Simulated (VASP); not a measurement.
A run of VASP 6.6.1 is set up as follows.

File INCAR:

```
PREC = Accurate ; ENCUT = 520
EDIFF = 1E-7 ; ISMEAR = -1
SIGMA = 0.05 ; LREAL = F
LASPH = T ; NELM = 60
ALGO = Normal ; ISIF = 2
LWAVE = F ; LCHARG = F
GGA = CA ; NBANDS = 18
```

Contents of KPOINTS:

```
Automatic mesh
0
Gamma
  10 10 10
```

File POSCAR:

```
YHg
1.0
    3.6800000000      0.0000000000      0.0000000000
    0.0000000000      3.6800000000      0.0000000000
    0.0000000000      0.0000000000      3.6800000000
Y Hg
1 1
Direct
    0.5000000000      0.5000000000      0.5000000000
    0.0000000000      0.0000000000      0.0000000000
```

Potentials or basis: VASP PAW LDA potentials, release 64 (Y_sv, Hg).

Command:

```console
$ cat potpaw_LDA.64/Y_sv/POTCAR potpaw_LDA.64/Hg/POTCAR > POTCAR
$ mpirun -np 1 vasp_std > vasp.out
```

(1) Predict the pressure.

## Answers

(1) -3.1 GPa.
